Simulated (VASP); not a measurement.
# GaAs (I-4m2) in VASP: single point with HSE06

Aim: the single point of GaAs with HSE06.

Everything below comes from runs of VASP 6.6.1. Logs are shortened: lines on timing, memory, paths and dates and some standing lists are left out, and cuts for length are marked.

### 1 The cell of the first run

Symmetry: I-4m2, No. 119, tetragonal system. Conventional cell: a = 4.007 Å, b = 4.007 Å, c = 5.724 Å, α = 90.00°, β = 90.00°, γ = 90.00°. Ga (site symmetry -4m2) has 4 As at 2.46 Å within 3.3 Å. As (site symmetry -4m2) has 4 Ga at 2.46 Å within 3.3 Å.

### 2 Single point, HSE06 (uniaxial x strain +1.0%)

Contents of POSCAR:

```
GaAs
1.0
    0.0000000000      2.8330831925      2.8330831925
    2.8619806410      0.0000000000      2.8330831925
    2.8619806410      2.8330831925      0.0000000000
Ga As
1 1
Direct
    0.0000000000      0.0000000000      0.0000000000
    0.2500000000      0.2500000000      0.2500000000
```

Contents of INCAR.step1:

```
SYSTEM = GaAs
ALGO = Normal
EDIFF = 1E-5
ENCUT = 520
GGA = PE
ISIF = 2
ISMEAR = 0
KPAR = 4
LASPH = .True.
LREAL = .False.
LWAVE = .True.
NBANDS = 16
NELM = 100
PREC = Accurate
SIGMA = 0.01
```

Contents of INCAR.step2:

```
SYSTEM = GaAs
ALGO = Normal
EDIFF = 1E-6
ENCUT = 520
GGA = PE
HFSCREEN = 0.2079
ISIF = 2
ISMEAR = 0
ISTART = 1
KPAR = 4
LASPH = .True.
LCHARG = .True.
LHFCALC = .True.
LREAL = .False.
LVHAR = .True.
LWAVE = .False.
NBANDS = 16
NELM = 100
PREC = Accurate
PRECFOCK = Normal
SIGMA = 0.01
```

Contents of KPOINTS:

```
k-points
0
Gamma
  6 6 6
  0 0 0
```

Potentials or basis: VASP PAW PBE potentials, release 64 (Ga_d, As).

Started as:

```
$ cat potpaw_PBE.64/Ga_d/POTCAR potpaw_PBE.64/As/POTCAR > POTCAR
$ cp INCAR.step1 INCAR
$ mpirun -np 4 vasp_std > vasp.out
$ cp INCAR.step2 INCAR
$ mpirun -np 4 vasp_std > vasp.out
```

OUTCAR:

```text
SYSTEM = GaAs
   EDIFF = 1E-6
   ENCUT = 520
   GGA = PE
   HFSCREEN = 0.2079
   ISIF = 2
   ISMEAR = 0
   ISTART = 1
   LASPH = .True.
   LHFCALC = .True.
   LREAL = .False.
   NELM = 100
   PREC = Accurate
   PRECFOCK = Normal

 ion  position               nearest neighbor table
   1  0.000  0.000  0.000-   2 2.46   2 2.46   2 2.46   2 2.46
   2  0.250  0.250  0.250-   1 2.46   1 2.46   1 2.46   1 2.46

  LATTYP: Found a body centered tetragonal cell.
 ALAT       =     4.0065846742
 C/A-ratio  =     1.4286385407

  Lattice vectors:

 A1 = (   2.8619806410,   0.0000000000,   2.8330831925)
 A2 = (   2.8619806410,   0.0000000000,  -2.8330831925)
 A3 = (  -2.8619806410,   2.8330831925,   0.0000000000)

Analysis of symmetry for initial positions (statically):
=====================================================================
 Subroutine PRICEL returns:
 Original cell was already a primitive cell.

 Routine SETGRP: Setting up the symmetry group for a
 body centered tetragonal supercell.

 Subroutine GETGRP returns: Found  8 space group operations
 (whereof  8 operations were pure point group operations)
 out of a pool of 16 trial point group operations.

The static configuration has the point symmetry D_2d.

Analysis of symmetry for dynamics (positions and initial velocities):
=====================================================================
 Subroutine PRICEL returns:
 Original cell was already a primitive cell.

 Routine SETGRP: Setting up the symmetry group for a
 body centered tetragonal supercell.

 Subroutine GETGRP returns: Found  8 space group operations
 (whereof  8 operations were pure point group operations)
 out of a pool of 16 trial point group operations.

The dynamic configuration has the point symmetry D_2d.

 Subroutine INISYM returns: Found  8 space group operations
 (whereof  8 operations are pure point group operations),
 and found     1 'primitive' translations

----------------------------------------------------------------------------------------

                                     Primitive cell

  volume of cell :      45.9426

  direct lattice vectors                    reciprocal lattice vectors
     0.000000000  2.833083193  2.833083193    -0.174704187  0.176486169  0.176486169
     2.861980641  0.000000000  2.833083193     0.174704187 -0.176486169  0.176486169
     2.861980641  2.833083193  0.000000000     0.174704187  0.176486169 -0.176486169

  length of vectors
     4.006584674  4.027070097  4.027070097     0.304657658  0.304657658  0.304657658

  position of ions in fractional coordinates (direct lattice)
     0.000000000  0.000000000  0.000000000
     0.250000000  0.250000000  0.250000000

  ion indices of the primitive-cell ions
   primitive index   ion index
                 1           1
                 2           2

----------------------------------------------------------------------------------------

 KPOINTS: k-points

Automatic generation of k-mesh.
 Grid dimensions read from file:
 generate k-points for:    6    6    6

 Generating k-lattice:

  Cartesian coordinates                     Fractional coordinates (reciprocal lattice)
    -0.029117364  0.029414362  0.029414362     0.166666667  0.000000000  0.000000000
     0.029117364 -0.029414362  0.029414362     0.000000000  0.166666667  0.000000000
     0.029117364  0.029414362 -0.029414362     0.000000000  0.000000000  0.166666667

  Length of vectors
     0.050776276  0.050776276  0.050776276

  Shift w.r.t. Gamma in fractional coordinates (k-lattice)
     0.000000000  0.000000000  0.000000000

 Subroutine IBZKPT returns following result:
 ===========================================

 Found     30 irreducible k-points:

 Following reciprocal coordinates:
            Coordinates               Weight
  0.000000  0.000000  0.000000      1.000000
  0.166667  0.000000  0.000000      8.000000
  0.333333  0.000000  0.000000      8.000000
  0.500000  0.000000  0.000000      4.000000
  0.166667  0.166667  0.000000      4.000000
  0.333333  0.166667  0.000000     16.000000
[... 16 lines left out ...]
 -0.333333  0.500000  0.166667      4.000000
  0.333333 -0.333333  0.166667      8.000000
 [... further k-points ...]
   k-points           NKPTS =     30   k-points in BZ     NKDIM =    216   number of bands    NBANDS=     16
   number of dos      NEDOS =    301   number of ions     NIONS =      2
   total plane-waves  NPLWV =  27000
   dimension x,y,z NGX =    30 NGY =   30 NGZ =   30
   dimension x,y,z NGXF=    60 NGYF=   60 NGZF=   60
   ions per type =               1   1
   NGX,Y,Z   is equivalent  to a cutoff of  12.45, 12.38, 12.38 a.u.
   NGXF,Y,Z  is equivalent  to a cutoff of  24.90, 24.77, 24.77 a.u.
 SYSTEM =  GaAs
   PREC   = accura    normal or accurate (medium, high low for compatibility)
   ISTART =      1    job   : 0-new  1-cont  2-samecut
   ICHARG =      0    charge: 1-file 2-atom 10-const
   ISPIN  =      1    spin polarized calculation?
   LNONCOLLINEAR =      F non collinear calculations
   LSORBIT =      F    spin-orbit coupling
   LASPH  =      T    aspherical Exc in radial PAW
   ENCUT  =  520.0 eV  38.22 Ry    6.18 a.u.   7.45  7.49  7.49*2*pi/ulx,y,z
   NELM   =    100;   NELMIN=  2; NELMDL=  0     # of ELM steps
   EDIFF  = 0.1E-05   stopping-criterion for ELM
   LREAL  =      F    real-space projection
   EDIFFG = 0.1E-04   stopping-criterion for IOM
   NSW    =      0    number of steps for IOM
   IBRION =     -1    ionic relax: 0-MD 1-quasi-New 2-CG
   NFREE  =      0    steps in history (QN), initial steepest desc. (CG)
   ISIF   =      2    stress and relaxation
   ISYM   =      3    0-nonsym 1-usesym 2-fastsym
   POTIM  = 0.5000    time-step for ionic-motion
   TEBEG  =    0.0;   TEEND  =   0.0 temperature during run
   PSTRESS=    0.0 pullay stress
   NELECT =      18.0000    total number of electrons
   NUPDOWN=      -1.0000    fix difference up-down
   EMIN   =  10.00;   EMAX   =-10.00  energy-range for DOS
   EFERMI =   0.00;   METHOD = LEGACY
   ISMEAR =     0;   SIGMA  =   0.01  broadening in eV -4-tet -1-fermi 0-gaus
   EFERMI_NEDOS =   21; number of points for ismear=-14 and -15
   IALGO  =     38    algorithm
   IMIX   =      1    mixing-type and parameters
     AMIX     =   0.40;   BMIX     =  1.00
     AMIX_MAG =   1.60;   BMIX_MAG =  1.00
  volume/ion in A,a.u.               =      22.97       155.02
  Fermi-wavevector in a.u.,A,eV,Ry     =   1.197918  2.263737 19.524474  1.435008
  Thomas-Fermi vector in A             =   2.333821
   LORBIT       =      0    0 simple, 1 ext, 2 COOP (PROOUT), +10 PAW based schemes
   GGA     = PE    functional components
   LHFCALC =     T    Hartree Fock is set to
   PRECFOCK=normal    Normal, Fast or Accurate (Low or Medium for compatibility)
   ENCUT4O =  -1.0   cutoff for four orbital integrals eV
   NKREDX  =     1    reduce k-point grid by
   NKREDY  =     1    reduce k-point grid by
   NKREDZ  =     1    reduce k-point grid by
   AEXX    =    0.2500 exact exchange contribution
   HFSCREEN=    0.2079 screening length (either q_TF or 0.3 A-1)
   HFSCREENC=   0.2079 screening length for correlation (either q_TF or 0.3 A-1)
   ENCUTFOCK=  -1.0 apply spherical cutoff to Coloumb kernel
   IVDW    =     0    specifies the selected vdW correction
   LEPSILON=     F    determine dielectric tensor
   LRPA    =     F    only Hartree local field effects (RPA)
 non-spin polarized calculation
 Gauss-broadening in eV      SIGMA  =   0.01
  energy-cutoff  :      520.00
  volume of cell :       45.94
 maximum number of plane-waves:      1251
 NGX is ok and might be reduce to    30
  NGX = 24; NGY = 24; NGZ = 24

 number of electron      17.9999987 magnetization

 Free energy of the ion-electron system (eV)
  ---------------------------------------------------
  ext. energy  EPLUGINS =         0.00000000
  ---------------------------------------------------
  free energy    TOTEN  =        -9.84725180 eV

  energy without entropy =       -9.84725180  energy(sigma->0) =       -9.84725180

 E-fermi :   3.4624     XC(G=0):  -7.9079

 val. band max:        3.3757537931   @ k =   0.0000   0.0000   0.0000
 cond. band min:       4.6277051366   @ k =   0.0000   0.0000   0.0000
 fundamental gap:      1.2519513435
 Fermi energy:         3.4623924452

 k-point     1 :       0.0000    0.0000    0.0000
  band No.  band energies     occupation
      1     -13.9956      2.00000
      2     -13.9931      2.00000
      3     -13.9931      2.00000
      4     -13.9181      2.00000
      5     -13.9159      2.00000
      6     -10.4799      2.00000
[... 8 lines left out ...]
     15      14.2948      0.00000
     16      14.5018      0.00000

 k-point     2 :       0.1667    0.0000    0.0000
  band No.  band energies     occupation
      1     -14.0068      2.00000
      2     -13.9896      2.00000
      3     -13.9880      2.00000
      4     -13.9184      2.00000
      5     -13.9160      2.00000
      6     -10.1434      2.00000
[... 8 lines left out ...]
     15      13.2930      0.00000
     16      13.3377      0.00000

 k-point     3 :       0.3333    0.0000    0.0000
  band No.  band energies     occupation
      1     -14.0314      2.00000
      2     -13.9809      2.00000
      3     -13.9794      2.00000
      4     -13.9175      2.00000
      5     -13.9147      2.00000
      6      -9.2669      2.00000
[... 8 lines left out ...]
     15      13.9470      0.00000
     16      13.9701      0.00000

 k-point     4 :       0.5000    0.0000    0.0000
  band No.  band energies     occupation
      1     -14.0433      2.00000
      2     -13.9774      2.00000
      3     -13.9759      2.00000
      4     -13.9162      2.00000
      5     -13.9131      2.00000
      6      -8.6136      2.00000
[... 8 lines left out ...]
     15      16.2521      0.00000
     16      16.3466      0.00000

 k-point     5 :       0.1667    0.1667    0.0000
  band No.  band energies     occupation
      1     -14.0154      2.00000
      2     -13.9852      2.00000
      3     -13.9832      2.00000
      4     -13.9220      2.00000
      5     -13.9136      2.00000
      6     -10.0274      2.00000
[... 8 lines left out ...]
     15      14.0300      0.00000
     16      14.8172      0.00000

 k-point     6 :       0.3333    0.1667    0.0000
  band No.  band energies     occupation
      1     -14.0355      2.00000
      2     -13.9766      2.00000
      3     -13.9744      2.00000
      4     -13.9245      2.00000
      5     -13.9117      2.00000
      6      -9.3129      2.00000
[... 8 lines left out ...]
     15      15.0938      0.00000
     16      15.2691      0.00000
[... 267 lines left out ...]
 k-point    21 :      -0.1667    0.3333    0.1667
  band No.  band energies     occupation
      1     -14.0505      2.00000
      2     -13.9703      2.00000
      3     -13.9643      2.00000
      4     -13.9239      2.00000
      5     -13.9138      2.00000
      6      -8.5690      2.00000
[... 8 lines left out ...]
     15      15.4952      0.00000
     16      17.5537      0.00000

 k-point    22 :       0.3333    0.5000    0.1667
  band No.  band energies     occupation
      1     -14.0500      2.00000
      2     -13.9705      2.00000
      3     -13.9651      2.00000
      4     -13.9268      2.00000
      5     -13.9112      2.00000
      6      -8.5517      2.00000
[... 8 lines left out ...]
     15      15.5096      0.00000
     16      17.5705      0.00000

 k-point    23 :      -0.3333    0.5000    0.1667
  band No.  band energies     occupation
      1     -14.0631      2.00000
      2     -13.9637      2.00000
      3     -13.9545      2.00000
      4     -13.9305      2.00000
      5     -13.9107      2.00000
      6      -7.7696      2.00000
[... 8 lines left out ...]
     15      16.5942      0.00000
     16      17.6751      0.00000

 k-point    24 :       0.3333   -0.3333    0.1667
  band No.  band energies     occupation
      1     -14.0551      2.00000
      2     -13.9698      2.00000
      3     -13.9606      2.00000
      4     -13.9257      2.00000
      5     -13.9127      2.00000
      6      -8.0158      2.00000
[... 8 lines left out ...]
     15      16.6620      0.00000
     16      17.3206      0.00000

 [... further k-points ...]

------------------------ aborting loop because EDIFF is reached ----------------------------------------

  FORCE on cell =-STRESS in cart. coord.  units (eV):
  Direction    XX          YY          ZZ          XY          YZ          ZX
  --------------------------------------------------------------------------------------
  -------------------------------------------------------------------------------------
  Total       -0.2070364     -0.0048766     -0.0048766      0.0000000      0.0000000     -0.0000000
  in kB       -7.2200803     -0.1700623     -0.1700623      0.0000000      0.0000000     -0.0000000
  external PRESSURE =      -2.5200683 kB  Pullay stress =       0.0000000 kB

 VOLUME and BASIS-vectors are now :
 -----------------------------------------------------------------------------
  energy-cutoff  :      520.00
  volume of cell :       45.94
      direct lattice vectors                 reciprocal lattice vectors
     0.000000000  2.833083193  2.833083193    -0.174704187  0.176486169  0.176486169
     2.861980641  0.000000000  2.833083193     0.174704187 -0.176486169  0.176486169
     2.861980641  2.833083193  0.000000000     0.174704187  0.176486169 -0.176486169

 POSITION                                       TOTAL-FORCE (eV/Angst)
 -----------------------------------------------------------------------------------
      0.00000      0.00000      0.00000         0.000000      0.000000      0.000000
      1.43099      1.41654      1.41654         0.000000      0.000000     -0.000000
 -----------------------------------------------------------------------------------
    total drift:                               -0.000001      0.000002      0.000002

  FREE ENERGIE OF THE ION-ELECTRON SYSTEM (eV)
  ---------------------------------------------------
  free  energy   TOTEN  =        -9.8472517974 eV

  energy  without entropy=       -9.8472517974  energy(sigma->0) =       -9.84725180
```

It took 42 min on 4 MPI ranks of Oxide Virtual Turin-like, shared host; peak memory 0.27 GiB.

Results:

| Property | Result |
| --- | --- |
| Free energy | -9.8473 eV |
| Pressure | -0.3 GPa |
| Band gap on the k mesh | 1.25 eV |

Stress tensor (GPa, compression positive):
```
-0.72  0.00  0.00
 0.00 -0.02  0.00
 0.00  0.00 -0.02
```

Levels at points of the mesh, in eV from the valence-band top:
| k point | band 5 | band 6 | band 7 | band 8 | band 9 | band 10 | band 11 | band 12 | band 13 | band 14 |
| --- | --- | --- | --- | --- | --- | --- | --- | --- | --- | --- |
| (0.00, 0.00, 0.00) | -17.29 | -13.86 | -0.06 | 0.00 | 0.00 | 1.25 | 4.50 | 4.50 | 4.53 | 8.49 |
| (0.50, 0.00, 0.00) | -17.29 | -11.99 | -7.13 | -1.27 | -1.18 | 1.69 | 5.39 | 5.47 | 8.61 | 11.42 |
| (0.50, 0.50, 0.00) | -17.28 | -11.18 | -7.29 | -2.89 | -2.88 | 2.06 | 2.28 | 11.31 | 11.38 | 12.08 |
| (0.00, 0.50, 0.50) | -17.28 | -11.22 | -7.36 | -2.81 | -2.81 | 2.12 | 2.38 | 11.35 | 11.35 | 12.00 |

Caveat: the cell differs from its parent crystal (uniaxial x strain +1.0%); the PAW data sets were made with another functional, which shifts forces and pressure a little.
